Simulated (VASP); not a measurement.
GaH3, 8 atoms in the cell. Symmetry: P6_3/mmc, No. 194, hexagonal system. The conventional cell has a = 4.820 Å, b = 4.820 Å, c = 3.028 Å, α = 90.00°, β = 90.00°, γ = 120.00°. Within 2.6 Å of Ga (site symmetry -6m2) lie 12 H at 1.97 to 2.41 Å. H (site symmetry mm2) has 4 Ga at 1.97 to 2.41 Å and 8 H at 2.14 to 2.63 Å within 2.7 Å. The cell was generated, and may not be a known phase.

* Program: VASP 6.6.1
* Task: single point
* Functional: PBE
* Potentials or basis: VASP PAW PBE potentials, release 64 (Ga_d, H)
* Cutoff: 520 eV
* k mesh: 6 × 6 × 4
* Occupations: gaussian, width 0.1 eV
* Spin: no spin polarisation
* Dipole correction: no
* Further INCAR settings: ALGO = Fast; EDIFF = 1e-06; NBANDS = 26

Potentials or basis: VASP PAW PBE potentials, release 64 (Ga_d, H).

Launch:

```console
$ cat potpaw_PBE.64/Ga_d/POTCAR potpaw_PBE.64/H/POTCAR > POTCAR
$ mpirun -np 1 vasp_std > vasp.out
```

Hardware: 1 thread of Oxide Virtual Turin-like Processor (shared host).

Estimate the wall time of this run.

Run time: 62 s on 1 thread of Oxide Virtual Turin-like Processor, with other jobs on the host, peak memory 0.15 GiB. Counts: scf iterations 13, k points 21.
